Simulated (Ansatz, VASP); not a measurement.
CdS in VASP and in Ansatz

File POSCAR:

```
CdS
1.0
    0.0000000000      2.9392138883      2.9392138883
    2.9392138883      0.0000000000      2.9392138883
    2.9392138883      2.9392138883      0.0000000000
Cd S
1 1
Direct
    0.0000000000      0.0000000000      0.0000000000
    0.2500000000      0.2500000000      0.2500000000
```

INCAR.step1

```
SYSTEM = CdS
ALGO = Normal
EDIFF = 1E-5
ENCUT = 550
GGA = PE
GGA_COMPAT = .False.
ISMEAR = -1
LASPH = .True.
LCHARG = .False.
LREAL = .False.
LWAVE = .True.
NBANDS = 16
NELM = 120
PREC = Accurate
SIGMA = 0.001
```

Contents of INCAR.step2:

```
SYSTEM = CdS
ALGO = Normal
EDIFF = 1E-6
ENCUT = 550
GGA_COMPAT = .False.
ISIF = 2
ISMEAR = -1
ISTART = 1
LASPH = .True.
LCHARG = .False.
LMIXTAU = .True.
LREAL = .False.
LWAVE = .False.
METAGGA = R2SCAN
NBANDS = 16
NELM = 120
PREC = Accurate
SIGMA = 0.001
```

Contents of KPOINTS:

```
k-points
0
Gamma
  6 6 6
  0 0 0
```

Input for Ansatz:

```yaml
crystal:
  lattice:
    - [0.0, 2.9392138883, 2.9392138883]
    - [2.9392138883, 0.0, 2.9392138883]
    - [2.9392138883, 2.9392138883, 0.0]
  atoms:
    - { symbol: Cd, position: [0.0, 0.0, 0.0] }
    - { symbol: S, position: [0.25, 0.25, 0.25] }
kpoints:
  mp_grid: { grid: [6, 6, 6] }
hamiltonian:
  xc: r2scan
scf:
  occupations: { method: fermi_dirac, width: 0.001 }
  n_extra_bands: 4
output:
  forces: true
  stress: true
  eigenvalues: true
```

Alike in both runs: task single point; functional r2SCAN; k mesh 6 × 6 × 6; occupations fermi-dirac, width 0.001 eV; no spin polarisation.

|  | VASP | Ansatz |
| --- | --- | --- |
| version | VASP 6.6.1 | Ansatz 0.2.0 |
| potentials or method | VASP PAW PBE potentials, release 64 (Cd, S) | plane waves |
| plane-wave cutoff (eV) | 550 | 500 |
| valence electrons in the cell | 18 | 26 |

|  | VASP | Ansatz | Ansatz less VASP |
| --- | --- | --- | --- |
| gap on the k mesh at the Fermi level (eV) | 1.54 | 1.54 | +0.004 |
| pressure (GPa) | 0.3 | 0.0 | -0.29 |

VASP's potentials were made for PBE, not for r2SCAN. VASP's potentials hold 18 valence electrons a cell and Ansatz's 26, so a difference there can come from the potentials and not from the codes.
